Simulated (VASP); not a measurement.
# Cd in VASP: relaxation of the atoms with PBE

Aim: the relaxation of the atoms of Cd with PBE.

Everything below comes from runs of VASP 6.6.1. Logs are shortened: lines on timing, memory, paths and dates and some standing lists are left out, and cuts for length are marked.

## 1. The cell of the first run

The cell holds a slab with vacuum, 3 atoms: a = 2.979 Å, b = 2.979 Å, c = 20.618 Å, α = 90.00°, β = 90.00°, γ = 120.00°.

## 2. Relaxation of the atoms, PBE (atoms moved at random)

INCAR

```
SYSTEM = Cd
ALGO = Normal ; DIPOL = 0.5 0.5 0.500
EDIFF = 1E-7 ; EDIFFG = -0.002
ENCUT = 550 ; GGA = PE
GGA_COMPAT = .FALSE. ; IBRION = 2
IDIPOL = 3 ; ISIF = 0
ISMEAR = 1 ; KPAR = 8
LASPH = .TRUE. ; LCHARG = .FALSE.
LDIPOL = .TRUE. ; LREAL = .FALSE.
LWAVE = .FALSE. ; NELM = 120
NELMDL = -8 ; NELMIN = 4
NSW = 120 ; PREC = Accurate
SIGMA = 0.1
```

KPOINTS

```
Automatic mesh
0
Gamma
  12 12 1
  0 0 0
```

POSCAR

```
Cd
1.0
    2.9788725081      0.0000000000      0.0000000000
   -1.4894362541      2.5797792666      0.0000000000
    0.0000000000      0.0000000000     20.6176500000
Cd
3
Selective dynamics
Direct
    0.3396010000      0.6595810000      0.3650450000  F F F
    0.6443750000      0.3281630000      0.4981460000  T T T
    0.3518300000      0.7008040000      0.6367040000  T T T
```

Potentials or basis: VASP PAW PBE potentials, release 64 (Cd).

The run is started by

```console
$ cat potpaw_PBE.64/Cd/POTCAR > POTCAR
$ mpirun -np 8 vasp_std > vasp.out
```

OUTCAR:

```text
SYSTEM = Cd
   EDIFF = 1E-7
   EDIFFG = -0.002
   ENCUT = 550
   GGA = PE
   IBRION = 2
   ISIF = 0
   ISMEAR = 1
   LASPH = .TRUE.
   LREAL = .FALSE.
   NELM = 120
   NELMDL = -8
   NELMIN = 4
   NSW = 120
   PREC = Accurate

 ion  position               nearest neighbor table
   1  0.340  0.660  0.365-   2 3.20   2 3.24   2 3.28
   2  0.644  0.328  0.498-   1 3.20   1 3.24   1 3.28   3 3.28   3 3.33   3 3.39
   3  0.352  0.701  0.637-   2 3.28   2 3.33   2 3.39

  LATTYP: Found a hexagonal cell.
 ALAT       =     2.9788725081
 C/A-ratio  =     6.9212931886

  Lattice vectors:

 A1 = (   2.9788725081,   0.0000000000,   0.0000000000)
 A2 = (  -1.4894362541,   2.5797792666,   0.0000000000)
 A3 = (   0.0000000000,   0.0000000000,  20.6176500000)

Analysis of symmetry for initial positions (statically):
=====================================================================
 Subroutine PRICEL returns:
 Original cell was already a primitive cell.

 Routine SETGRP: Setting up the symmetry group for a
 hexagonal supercell.

 Subroutine GETGRP returns: Found  1 space group operations
 (whereof  1 operations were pure point group operations)
 out of a pool of 24 trial point group operations.

The static configuration has the point symmetry C_1 .

Analysis of symmetry for dynamics (positions and initial velocities):
=====================================================================
 Subroutine PRICEL returns:
 Original cell was already a primitive cell.

 Routine SETGRP: Setting up the symmetry group for a
 hexagonal supercell.

 Subroutine GETGRP returns: Found  1 space group operations
 (whereof  1 operations were pure point group operations)
 out of a pool of 24 trial point group operations.

The dynamic configuration has the point symmetry C_1 .

Analysis of constrained symmetry for selective dynamics:
=====================================================================
 Subroutine PRICEL returns:
 Original cell was already a primitive cell.

 Routine SETGRP: Setting up the symmetry group for a
 hexagonal supercell.

 Subroutine GETGRP returns: Found  1 space group operations
 (whereof  1 operations were pure point group operations)
 out of a pool of 24 trial point group operations.

The constrained configuration has the point symmetry C_1 .

 Subroutine INISYM returns: Found  1 space group operations
 (whereof  1 operations are pure point group operations),
 and found     1 'primitive' translations

----------------------------------------------------------------------------------------

                                     Primitive cell

  volume of cell :     158.4432

  direct lattice vectors                    reciprocal lattice vectors
     2.978872508  0.000000000  0.000000000     0.335697482  0.193815032  0.000000000
    -1.489436254  2.579779267  0.000000000     0.000000000  0.387630063  0.000000000
     0.000000000  0.000000000 20.617650000     0.000000000  0.000000000  0.048502133

  length of vectors
     2.978872508  2.978872508 20.617650000     0.387630063  0.387630063  0.048502133

  position of ions in fractional coordinates (direct lattice)
     0.339601000  0.659581000  0.365045000
     0.644375000  0.328163000  0.498146000
     0.351830000  0.700804000  0.636704000

  ion indices of the primitive-cell ions
   primitive index   ion index
                 1           1
                 2           2
                 3           3

----------------------------------------------------------------------------------------

 KPOINTS: Automatic mesh

Automatic generation of k-mesh.
 Grid dimensions read from file:
 generate k-points for:   12   12    1

 Generating k-lattice:

  Cartesian coordinates                     Fractional coordinates (reciprocal lattice)
     0.027974790  0.016151253  0.000000000     0.083333333  0.000000000  0.000000000
     0.000000000  0.032302505  0.000000000     0.000000000  0.083333333  0.000000000
     0.000000000  0.000000000  0.048502133     0.000000000  0.000000000  1.000000000

  Length of vectors
     0.032302505  0.032302505  0.048502133
[... 37 lines left out ...]
   number of dos      NEDOS =    301   number of ions     NIONS =      3
   total plane-waves  NPLWV =  92160
   dimension x,y,z NGX =    24 NGY =   24 NGZ =  160
   dimension x,y,z NGXF=    48 NGYF=   48 NGZF=  320
   ions per type =               3
   NGX,Y,Z   is equivalent  to a cutoff of  13.39, 13.39, 12.90 a.u.
   NGXF,Y,Z  is equivalent  to a cutoff of  26.79, 26.79, 25.80 a.u.
 SYSTEM =  Cd
   PREC   = accura    normal or accurate (medium, high low for compatibility)
   ISTART =      0    job   : 0-new  1-cont  2-samecut
   ICHARG =      2    charge: 1-file 2-atom 10-const
   ISPIN  =      1    spin polarized calculation?
   LNONCOLLINEAR =      F non collinear calculations
   LSORBIT =      F    spin-orbit coupling
   LASPH  =      T    aspherical Exc in radial PAW
   ENCUT  =  550.0 eV  40.42 Ry    6.36 a.u.   5.70  5.70 39.43*2*pi/ulx,y,z
   NELM   =    120;   NELMIN=  4; NELMDL= -8     # of ELM steps
   EDIFF  = 0.1E-06   stopping-criterion for ELM
   LREAL  =      F    real-space projection
   EDIFFG = -.2E-02   stopping-criterion for IOM
   NSW    =    120    number of steps for IOM
   IBRION =      2    ionic relax: 0-MD 1-quasi-New 2-CG
   NFREE  =      1    steps in history (QN), initial steepest desc. (CG)
   ISIF   =      0    stress and relaxation
   ISYM   =      2    0-nonsym 1-usesym 2-fastsym
   POTIM  = 0.5000    time-step for ionic-motion
   TEBEG  =    0.0;   TEEND  =   0.0 temperature during run

   SCALEE = 1.0000    scale energy and forces
   PSTRESS=    0.0 pullay stress
   NELECT =      36.0000    total number of electrons
   NUPDOWN=      -1.0000    fix difference up-down
   EMIN   =  10.00;   EMAX   =-10.00  energy-range for DOS
   EFERMI =   0.00;   METHOD = LEGACY
   ISMEAR =     1;   SIGMA  =   0.10  broadening in eV -4-tet -1-fermi 0-gaus
   EFERMI_NEDOS =   21; number of points for ismear=-14 and -15
   IALGO  =     38    algorithm
   IMIX   =      4    mixing-type and parameters
     AMIX     =   0.40;   BMIX     =  1.00
     AMIX_MAG =   1.60;   BMIX_MAG =  1.00
  volume/ion in A,a.u.               =      52.81       356.41
  Fermi-wavevector in a.u.,A,eV,Ry     =   0.998967  1.887774 13.577730  0.997935
  Thomas-Fermi vector in A             =   2.131226
   LORBIT       =      0    0 simple, 1 ext, 2 COOP (PROOUT), +10 PAW based schemes
   GGA     = PE    functional components
   LHFCALC =     F    Hartree Fock is set to
   AEXX    =    0.0000 exact exchange contribution
   IVDW    =     0    specifies the selected vdW correction
   LEPSILON=     F    determine dielectric tensor
   LRPA    =     F    only Hartree local field effects (RPA)

   CSHIFT  =0.1000    complex shift for real part using Kramers Kronig

   OMEGAMAX=  -1.0    maximum frequency
 conjugate gradient relaxation of ions
 non-spin polarized calculation
 Methfessel and Paxton  Order N= 1 SIGMA  =   0.10
  energy-cutoff  :      550.00
  volume of cell :      158.44
 maximum number of plane-waves:      4669
   NGX = 11   NGY = 11   NGZ = 79

--------------------------------------- Ionic step        1  -------------------------------------------

 number of electron      36.0000003 magnetization

 Free energy of the ion-electron system (eV)
  ---------------------------------------------------
  ext. energy  EPLUGINS =         0.00000000
  ---------------------------------------------------
  free energy    TOTEN  =        -1.99491728 eV

  energy without entropy =       -1.99187142  energy(sigma->0) =       -1.99390199

------------------------ aborting loop because EDIFF is reached ----------------------------------------

 VOLUME and BASIS-vectors are now :
 -----------------------------------------------------------------------------
  energy-cutoff  :      550.00
  volume of cell :      158.44
      direct lattice vectors                 reciprocal lattice vectors
     2.978872508  0.000000000  0.000000000     0.335697482  0.193815032  0.000000000
    -1.489436254  2.579779267  0.000000000     0.000000000  0.387630063  0.000000000
     0.000000000  0.000000000 20.617650000     0.000000000  0.000000000  0.048502133
[... 67 lines left out ...]
  FREE ENERGIE OF THE ION-ELECTRON SYSTEM (eV)
  ---------------------------------------------------
  free  energy   TOTEN  =        -1.9990309190 eV

  energy  without entropy=       -1.9959512507  energy(sigma->0) =       -1.99800436

 vacuum level on the upper side and lower side of the slab       (xc-potential included)        -0.006         0.000

[... ionic steps 4 to 24 ...]

--------------------------------------- Ionic step       25  -------------------------------------------

 number of electron      36.0000002 magnetization

------------------------ aborting loop because EDIFF is reached ----------------------------------------
[... 47 lines left out ...]
  FREE ENERGIE OF THE ION-ELECTRON SYSTEM (eV)
  ---------------------------------------------------
  free  energy   TOTEN  =        -2.0244862317 eV

  energy  without entropy=       -2.0245164703  energy(sigma->0) =       -2.02449631

 added-field ion interaction         -0.000244 eV  (added to PSCEN)

--------------------------------------- Ionic step       27  -------------------------------------------

 number of electron      36.0000002 magnetization

 DIPCOR: dipole corrections for dipol
 direction  3 min pos     1,
 dipolmoment           0.000000      0.000000     -0.000038 electrons x Angstroem
 Tr[quadrupol]       -79.249751

 energy correction for charged system         0.000000 eV

 dipol+quadrupol energy correction           -0.000000 eV

 added-field ion interaction          0.000307 eV  (added to PSCEN)

 Free energy of the ion-electron system (eV)
  ---------------------------------------------------
  ext. energy  EPLUGINS =         0.00000000
  ---------------------------------------------------
  free energy    TOTEN  =        -2.02449122 eV

  energy without entropy =       -2.02450215  energy(sigma->0) =       -2.02449487

 E-fermi :  -1.1964     XC(G=0):  -5.3224

 val. band max:       -1.2016036253   @ k =  -0.1667  -0.4167   0.0000
 cond. band min:      -1.1400348896   @ k =   0.3333   0.2500   0.0000
 fundamental gap:      0.0615687357
 Fermi energy:        -1.1964184952

 k-point     1 :       0.0000    0.0000    0.0000
  band No.  band energies     occupation
      1     -10.7045      2.00000
      2     -10.6766      2.00000
      3     -10.5546      2.00000
      4     -10.1523      2.00000
      5     -10.1523      2.00000
      6     -10.1507      2.00000
[... 589 lines left out ...]
     21       3.2030      0.00000
     22       3.6704      0.00000

 [... further k-points ...]

------------------------ aborting loop because EDIFF is reached ----------------------------------------

 vacuum level on the upper side and lower side of the slab       (xc-potential included)        -0.037        -0.012

 VOLUME and BASIS-vectors are now :
 -----------------------------------------------------------------------------
  energy-cutoff  :      550.00
  volume of cell :      158.44
      direct lattice vectors                 reciprocal lattice vectors
     2.978872508  0.000000000  0.000000000     0.335697482  0.193815032  0.000000000
    -1.489436254  2.579779267  0.000000000     0.000000000  0.387630063  0.000000000
     0.000000000  0.000000000 20.617650000     0.000000000  0.000000000  0.048502133
[... 9 lines left out ...]
  FREE ENERGIE OF THE ION-ELECTRON SYSTEM (eV)
  ---------------------------------------------------
  free  energy   TOTEN  =        -2.0244912230 eV

  energy  without entropy=       -2.0245021520  energy(sigma->0) =       -2.02449487

 reached required accuracy - stopping structural energy minimisation

 vacuum level on the upper side and lower side of the slab         2.709         2.742
```

Wall time 5.9 min (8 MPI ranks of Intel Xeon 6975P-C (Granite Rapids), shared host); peak memory 0.5 GiB.

What came out:

```yaml
Free_energy: -2.0245 eV
Energy_gained_by_relaxing: 9.9 meV/atom
Ionic_steps: 27
Band_gap_on_the_k_mesh: zero (bands 18 and 19 overlap by 3.00 eV)
```

The path:
```csv
step,energy change (eV),largest force on free atoms (eV/Å)
1,0.0000,0.1431
2,-0.0012,0.1289
3,-0.0041,0.0888
4,-0.0080,0.1109
5,-0.0085,0.1743
6,-0.0094,0.1457
7,-0.0116,0.1347
8,-0.0176,0.1065
9,-0.0258,0.0586
10,-0.0264,0.0538
11,-0.0292,0.0111
12,-0.0292,0.0118
13,-0.0293,0.0099
14,-0.0294,0.0070
15,-0.0294,0.0132
16,-0.0294,0.0086
17,-0.0294,0.0047
18,-0.0295,0.0076
19,-0.0295,0.0048
20,-0.0295,0.0027
21,-0.0295,0.0022
22,-0.0296,0.0024
23,-0.0295,0.0075
24,-0.0296,0.0041
25,-0.0296,0.0022
26,-0.0296,0.0027
27,-0.0296,0.0017
```

Final structure:
```
Cd
1.0
     2.97887    0.00000    0.00000
    -1.48944    2.57978    0.00000
     0.00000    0.00000   20.61765
Cd
3
Direct
  0.33960 0.65958 0.36505
  0.67293 0.32931 0.50961
  0.33926 0.66492 0.65425
```

Caveat: the cell differs from its parent crystal (atoms moved at random).
